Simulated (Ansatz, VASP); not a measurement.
**PbSe: VASP beside Ansatz**

```
Pb Se
1.0
     0.00000    3.05209   -3.05209
     6.10418    0.00000    0.00000
    -3.05209   -6.10418   -3.05209
Pb Se
3 3
Cartesian
  -3.0521 -6.1042 -3.0521
  0.0000 -3.0521 -3.0521
  3.0521 0.0000 -3.0521
  3.0521 0.0000 0.0000
  3.0521 -3.0521 -3.0521
  0.0000 0.0000 -3.0521
```

Alike in both runs: functional PBEsol; k mesh 10 × 10 × 10; occupations gaussian, width 0.01 eV; no spin polarisation.

Ansatz relaxed the structure, and its values are those at the end. VASP's run is a single point on that final structure, the one shown.

|  | VASP | Ansatz |
| --- | --- | --- |
| version | VASP 6.6.1 | Ansatz 0.2.0 |
| potentials or method | VASP PAW PBE potentials, release 64 (Pb_d, Se), cutoff 520 eV | scalar-relativistic, plane waves, PAW |
| valence electrons in the cell | 60 | 90 |

|  | VASP | Ansatz | Ansatz less VASP |
| --- | --- | --- | --- |
| gap on the k mesh at the Fermi level (eV) | 0.17 | 0.17 | -0.003 |
| least direct gap on the mesh (eV) | 0.17 | 0.17 | -0.003 |
| pressure (GPa) | 0.0 | 0.0 | +0.01 |

VASP's potentials were made for PBE, not for PBEsol. VASP's potentials hold 60 valence electrons a cell and Ansatz's 90, so a difference there can come from the potentials and not from the codes.

Neither program's run includes spin-orbit coupling.
